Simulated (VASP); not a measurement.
# CdF2 (Fm-3m) in VASP: a series of runs, part 3 of 3

VASP 6.6.1. The steps go on from the part before.

## Step 5: Single point, PBE

Input file INCAR:

```
PREC = Accurate
ENCUT = 520
EDIFF = 1E-6
ISMEAR = 0
SIGMA = 0.015
LREAL = F
LASPH = T
NELM = 80
ALGO = Normal
ISIF = 2
LWAVE = F
LCHARG = T
GGA = PE
LELF = T
LVHAR = T
NBANDS = 20
```

Input file KPOINTS:

```
Automatic mesh
0
Gamma
  9 9 9
```

Input file POSCAR:

```
CdF2
1.0
    0.0000000000      2.6940000000      2.6940000000
    2.6940000000      0.0000000000      2.6940000000
    2.6940000000      2.6940000000      0.0000000000
Cd F
1 2
Direct
    0.0000000000      0.0000000000      0.0000000000
    0.7500000000      0.7500000000      0.7500000000
    0.2500000000      0.2500000000      0.2500000000
```

Potentials or basis: VASP PAW PBE potentials, release 64 (Cd, F).

Run with:

```console
$ cat potpaw_PBE.64/Cd/POTCAR potpaw_PBE.64/F/POTCAR > POTCAR
$ mpirun -np 1 vasp_std > vasp.out
```

OUTCAR:

```text
PREC = Accurate
   ENCUT = 520
   EDIFF = 1E-6
   ISMEAR = 0
   LREAL = F
   LASPH = T
   NELM = 80
   ISIF = 2
   GGA = PE

 ion  position               nearest neighbor table
   1  0.000  0.000  0.000-   2 2.33   2 2.33   2 2.33   2 2.33   3 2.33   3 2.33   3 2.33   3 2.33

   2  0.750  0.750  0.750-   1 2.33   1 2.33   1 2.33   1 2.33
   3  0.250  0.250  0.250-   1 2.33   1 2.33   1 2.33   1 2.33

  LATTYP: Found a face centered cubic cell.
 ALAT       =     5.3880000000

  Lattice vectors:

 A1 = (   0.0000000000,   2.6940000000,   2.6940000000)
 A2 = (   2.6940000000,   0.0000000000,   2.6940000000)
 A3 = (   2.6940000000,   2.6940000000,   0.0000000000)

Analysis of symmetry for initial positions (statically):
=====================================================================
 Subroutine PRICEL returns:
 Original cell was already a primitive cell.

 Routine SETGRP: Setting up the symmetry group for a
 face centered cubic supercell.

 Subroutine GETGRP returns: Found 48 space group operations
[... 9 lines left out ...]

 Routine SETGRP: Setting up the symmetry group for a
 face centered cubic supercell.

 Subroutine GETGRP returns: Found 48 space group operations
[... 11 lines left out ...]
                                     Primitive cell

  volume of cell :      39.1041

  direct lattice vectors                    reciprocal lattice vectors
     0.000000000  2.694000000  2.694000000    -0.185597624  0.185597624  0.185597624
     2.694000000  0.000000000  2.694000000     0.185597624 -0.185597624  0.185597624
     2.694000000  2.694000000  0.000000000     0.185597624  0.185597624 -0.185597624

  length of vectors
     3.809891337  3.809891337  3.809891337     0.321464515  0.321464515  0.321464515

  position of ions in fractional coordinates (direct lattice)
     0.000000000  0.000000000  0.000000000
     0.750000000  0.750000000  0.750000000
     0.250000000  0.250000000  0.250000000

  ion indices of the primitive-cell ions
   primitive index   ion index
                 1           1
                 2           2
                 3           3

----------------------------------------------------------------------------------------

 KPOINTS: Automatic mesh

Automatic generation of k-mesh.
 Grid dimensions read from file:
 generate k-points for:    9    9    9

 Generating k-lattice:

  Cartesian coordinates                     Fractional coordinates (reciprocal lattice)
    -0.020621958  0.020621958  0.020621958     0.111111111  0.000000000  0.000000000
     0.020621958 -0.020621958  0.020621958     0.000000000  0.111111111  0.000000000
     0.020621958  0.020621958 -0.020621958     0.000000000  0.000000000  0.111111111

  Length of vectors
     0.035718279  0.035718279  0.035718279

  Shift w.r.t. Gamma in fractional coordinates (k-lattice)
     0.000000000  0.000000000  0.000000000

 Subroutine IBZKPT returns following result:
 ===========================================

 Found     35 irreducible k-points:

 Following reciprocal coordinates:
            Coordinates               Weight
  0.000000  0.000000  0.000000      1.000000
  0.111111  0.000000  0.000000      8.000000
  0.222222  0.000000  0.000000      8.000000
  0.333333  0.000000  0.000000      8.000000
  0.444444  0.000000  0.000000      8.000000
  0.111111  0.111111  0.000000      6.000000
[... 16 lines left out ...]
 -0.333333  0.333333  0.000000     12.000000
  0.444444  0.444444  0.000000      6.000000
 [... further k-points ...]
   k-points           NKPTS =     35   k-points in BZ     NKDIM =     35   number of bands    NBANDS=     20
   number of dos      NEDOS =    301   number of ions     NIONS =      3
   total plane-waves  NPLWV =  21952
   dimension x,y,z NGX =    28 NGY =   28 NGZ =   28
   dimension x,y,z NGXF=    56 NGYF=   56 NGZF=   56
   ions per type =               1   2
   NGX,Y,Z   is equivalent  to a cutoff of  12.22, 12.22, 12.22 a.u.
   NGXF,Y,Z  is equivalent  to a cutoff of  24.44, 24.44, 24.44 a.u.
 SYSTEM =  unknown system
   PREC   = accura    normal or accurate (medium, high low for compatibility)
   ISTART =      0    job   : 0-new  1-cont  2-samecut
   ICHARG =      2    charge: 1-file 2-atom 10-const
   ISPIN  =      1    spin polarized calculation?
   LNONCOLLINEAR =      F non collinear calculations
   LSORBIT =      F    spin-orbit coupling
   LASPH  =      T    aspherical Exc in radial PAW
   ENCUT  =  520.0 eV  38.22 Ry    6.18 a.u.   7.08  7.08  7.08*2*pi/ulx,y,z
   NELM   =     80;   NELMIN=  2; NELMDL= -5     # of ELM steps
   EDIFF  = 0.1E-05   stopping-criterion for ELM
   LREAL  =      F    real-space projection
   EDIFFG = 0.1E-04   stopping-criterion for IOM
   NSW    =      0    number of steps for IOM
   IBRION =     -1    ionic relax: 0-MD 1-quasi-New 2-CG
   NFREE  =      0    steps in history (QN), initial steepest desc. (CG)
   ISIF   =      2    stress and relaxation
   ISYM   =      2    0-nonsym 1-usesym 2-fastsym
   POTIM  = 0.5000    time-step for ionic-motion
   TEBEG  =    0.0;   TEEND  =   0.0 temperature during run
   PSTRESS=    0.0 pullay stress
   NELECT =      26.0000    total number of electrons
   NUPDOWN=      -1.0000    fix difference up-down
   EMIN   =  10.00;   EMAX   =-10.00  energy-range for DOS
   EFERMI =   0.00;   METHOD = LEGACY
   ISMEAR =     0;   SIGMA  =   0.01  broadening in eV -4-tet -1-fermi 0-gaus
   EFERMI_NEDOS =   21; number of points for ismear=-14 and -15
   IALGO  =     38    algorithm
   IMIX   =      4    mixing-type and parameters
     AMIX     =   0.40;   BMIX     =  1.00
     AMIX_MAG =   1.60;   BMIX_MAG =  1.00
  volume/ion in A,a.u.               =      13.03        87.96
  Fermi-wavevector in a.u.,A,eV,Ry     =   1.428867  2.700166 27.778468  2.041660
  Thomas-Fermi vector in A             =   2.548882
   LORBIT       =      0    0 simple, 1 ext, 2 COOP (PROOUT), +10 PAW based schemes
   GGA     = PE    functional components
   LHFCALC =     F    Hartree Fock is set to
   AEXX    =    0.0000 exact exchange contribution
   IVDW    =     0    specifies the selected vdW correction
   LEPSILON=     F    determine dielectric tensor
   LRPA    =     F    only Hartree local field effects (RPA)
 non-spin polarized calculation
 Gauss-broadening in eV      SIGMA  =   0.01
  energy-cutoff  :      520.00
  volume of cell :       39.10
 maximum number of plane-waves:      1067
   NGX = 15   NGY = 15   NGZ = 15

 number of electron      25.9999990 magnetization

 Free energy of the ion-electron system (eV)
  ---------------------------------------------------
  ext. energy  EPLUGINS =         0.00000000
  ---------------------------------------------------
  free energy    TOTEN  =       -10.85931704 eV

  energy without entropy =      -10.85931704  energy(sigma->0) =      -10.85931704

 E-fermi :  -1.1483     XC(G=0): -10.4121

 val. band max:       -1.3402559581   @ k =  -0.3333   0.4444   0.2222
 cond. band min:       1.7564545244   @ k =   0.0000   0.0000   0.0000
 fundamental gap:      3.0967104826
 Fermi energy:        -1.1483042320

 k-point     1 :       0.0000    0.0000    0.0000
  band No.  band energies     occupation
      1     -22.1168      2.00000
      2     -21.0120      2.00000
      3      -6.9269      2.00000
      4      -6.9269      2.00000
      5      -6.9269      2.00000
      6      -5.7193      2.00000
[... 12 lines left out ...]
     19      18.5864      0.00000
     20      18.5864      0.00000

 k-point     2 :       0.1111    0.0000    0.0000
  band No.  band energies     occupation
      1     -22.0768      2.00000
      2     -21.0464      2.00000
      3      -6.8797      2.00000
      4      -6.8797      2.00000
      5      -6.7952      2.00000
      6      -5.7340      2.00000
[... 12 lines left out ...]
     19      18.2583      0.00000
     20      18.2583      0.00000
[... 465 lines left out ...]
      3      -6.4659      2.00000
      4      -6.1837      2.00000
      5      -5.8431      2.00000
      6      -5.7197      2.00000
[... 12 lines left out ...]
     19      18.1552      0.00000
     20      20.4498      0.00000

 k-point    24 :       0.4444    0.4444    0.0000
  band No.  band energies     occupation
      1     -21.6636      2.00000
      2     -21.3739      2.00000
      3      -6.6701      2.00000
      4      -6.0267      2.00000
      5      -6.0267      2.00000
      6      -5.6071      2.00000
[... 12 lines left out ...]
     19      18.2491      0.00000
     20      20.0472      0.00000

 [... further k-points ...]
[... 5 lines left out ...]
  --------------------------------------------------------------------------------------
  -------------------------------------------------------------------------------------
  Total        1.5142990      1.5142990      1.5142990      0.0000000      0.0000000      0.0000000
  in kB       62.0439497     62.0439497     62.0439497      0.0000000      0.0000000      0.0000000
  external PRESSURE =      62.0439497 kB  Pullay stress =       0.0000000 kB

 VOLUME and BASIS-vectors are now :
 -----------------------------------------------------------------------------
  energy-cutoff  :      520.00
  volume of cell :       39.10
      direct lattice vectors                 reciprocal lattice vectors
     0.000000000  2.694000000  2.694000000    -0.185597624  0.185597624  0.185597624
     2.694000000  0.000000000  2.694000000     0.185597624 -0.185597624  0.185597624
     2.694000000  2.694000000  0.000000000     0.185597624  0.185597624 -0.185597624

 POSITION                                       TOTAL-FORCE (eV/Angst)
 -----------------------------------------------------------------------------------
      0.00000      0.00000      0.00000        -0.000000     -0.000000     -0.000000
      4.04100      4.04100      4.04100         0.000000      0.000000      0.000000
      1.34700      1.34700      1.34700        -0.000000     -0.000000     -0.000000
 -----------------------------------------------------------------------------------
    total drift:                                0.000000      0.000000      0.000000

  FREE ENERGIE OF THE ION-ELECTRON SYSTEM (eV)
  ---------------------------------------------------
  free  energy   TOTEN  =       -10.8593170431 eV

  energy  without entropy=      -10.8593170431  energy(sigma->0) =      -10.85931704
```

OSZICAR:

```text
N       E                     dE             d eps       ncg     rms          rms(c)
DAV:   1     0.197883958437E+03    0.19788E+03   -0.15600E+04  1440   0.132E+03
DAV:   2    -0.406394033932E+01   -0.20195E+03   -0.19440E+03  1536   0.344E+02
DAV:   3    -0.125292291718E+02   -0.84653E+01   -0.84446E+01  1588   0.769E+01
DAV:   4    -0.125660637034E+02   -0.36835E-01   -0.36832E-01  1500   0.514E+00
DAV:   5    -0.125661993554E+02   -0.13565E-03   -0.13565E-03  1592   0.280E-01    0.103E+01
DAV:   6    -0.108283016256E+02    0.17379E+01   -0.39704E+00  1788   0.372E+01    0.745E+00
DAV:   7    -0.108743045954E+02   -0.46003E-01   -0.89205E-01  1440   0.852E+00    0.426E+00
DAV:   8    -0.108674301564E+02    0.68744E-02   -0.13721E-01  1456   0.348E+00    0.708E-01
DAV:   9    -0.108586246869E+02    0.88055E-02   -0.33893E-02  1696   0.229E+00    0.875E-02
DAV:  10    -0.108591937365E+02   -0.56905E-03   -0.29092E-03  1460   0.590E-01    0.120E-01
DAV:  11    -0.108592941917E+02   -0.10046E-03   -0.12531E-04  1528   0.110E-01    0.370E-02
DAV:  12    -0.108593154806E+02   -0.21289E-04   -0.36384E-05  1452   0.526E-02    0.185E-02
DAV:  13    -0.108593172676E+02   -0.17870E-05   -0.66092E-06  1524   0.208E-02    0.318E-03
DAV:  14    -0.108593170431E+02    0.22458E-06   -0.53036E-07  1240   0.914E-03
   1 F= -.10859317E+02 E0= -.10859317E+02  d E =-.211820E-74
```

It took 12 s on 1 thread of Intel Xeon 6975P-C (Granite Rapids), shared host; peak memory 0.17 GiB.

Results:

| Quantity | Value |
| --- | --- |
| Free energy | -10.8593 eV |
| Pressure | 6.2 GPa |
| Band gap on the k mesh | 3.10 eV, indirect (least direct gap 3.57 eV) |

Levels at points of the mesh, in eV from the valence-band top:
| k point | band 10 | band 11 | band 12 | band 13 | band 14 | band 15 | band 16 | band 17 |
| --- | --- | --- | --- | --- | --- | --- | --- | --- |
| (0.00, 0.00, 0.00) | -0.94 | -0.47 | -0.47 | -0.47 | 3.10 | 12.73 | 12.73 | 12.73 |

## Step 6: Single point, BLYP

This run uses another cell than the first one, of 14.11 Å³/atom, 1.083 times its volume.

Input file INCAR:

```
  PREC = Accurate
  ENCUT = 520
  EDIFF = 1E-6
  ISMEAR = -1
  SIGMA = 0.05
  LREAL = F
  LASPH = T
  NELM = 60
  ALGO = Normal
  ISIF = 2
  LWAVE = F
  LCHARG = F
  GGA = B5
  ALDAX = 1.0
  AGGAX = 1.0
  AGGAC = 1.0
  ALDAC = 0.0
  NBANDS = 20
```

KPOINTS is that of step 5.

Input file POSCAR:

```
CdF2
1.0
    0.0000000000      2.7662185923      2.7662185923
    2.7662185923      0.0000000000      2.7662185923
    2.7662185923      2.7662185923      0.0000000000
Cd F
1 2
Direct
    0.0000000000      0.0000000000      0.0000000000
    0.7500000000      0.7500000000      0.7500000000
    0.2500000000      0.2500000000      0.2500000000
```

Potentials or basis: VASP PAW PBE potentials, release 64 (Cd, F).

Run with:

```console
$ cat potpaw_PBE.64/Cd/POTCAR potpaw_PBE.64/F/POTCAR > POTCAR
$ mpirun -np 1 vasp_std > vasp.out
```

Run time: 20 s. Hardware: 1 thread of Intel Xeon 6975P-C (Granite Rapids), shared host; peak memory 0.17 GiB.

The run converged. Its results:

| Quantity | Value |
| --- | --- |
| Free energy | -10.3721 eV |
| Pressure | 0.5 GPa |
| Band gap on the k mesh | 2.87 eV, indirect (least direct gap 3.41 eV) |

Levels at points of the mesh, in eV from the valence-band top:
| k point | band 9 | band 10 | band 11 | band 12 | band 13 | band 14 | band 15 | band 16 | band 17 | band 18 |
| --- | --- | --- | --- | --- | --- | --- | --- | --- | --- | --- |
| (0.00, 0.00, 0.00) | -0.76 | -0.76 | -0.54 | -0.54 | -0.54 | 2.87 | 12.36 | 12.36 | 12.36 | 17.06 |

Caveat: the PAW data sets were made with another functional, which shifts forces and pressure a little.

## Step 7: The runs side by side

| level | cell | smearing | gap on the mesh (eV) | pressure (GPa) |
| --- | --- | --- | --- | --- |
| PBE | a = 3.810 Å, angles 60.0°, 3 atoms | gaussian 0.012 eV | 3.10 | 6.2 |
| PBE | a = 3.810 Å, angles 60.0°, 3 atoms | gaussian 0.013 eV | 3.10 | 6.2 |
| PBE | a = 3.810 Å, angles 60.0°, 3 atoms | gaussian 0.014 eV | 3.10 | 6.2 |
| PBE | a = 3.810 Å, angles 60.0°, 3 atoms | gaussian 0.015 eV | 3.10 | 6.2 |
| BLYP | a = 3.912 Å, angles 60.0°, 3 atoms | fermi-dirac 0.05 eV | 2.87 | 0.5 |

Alike in all rows: task single point; potentials or basis VASP PAW PBE potentials, release 64 (Cd, F); no spin polarisation; k mesh 9 × 9 × 9; cutoff (eV) 520.

On the cell as given the gap runs from 3.10 eV (PBE) to 3.10 eV (PBE).

Caveats: the PAW data sets were made with another functional, which shifts forces and pressure a little (some runs).

Absolute energies hang on the potentials; compare differences alone.
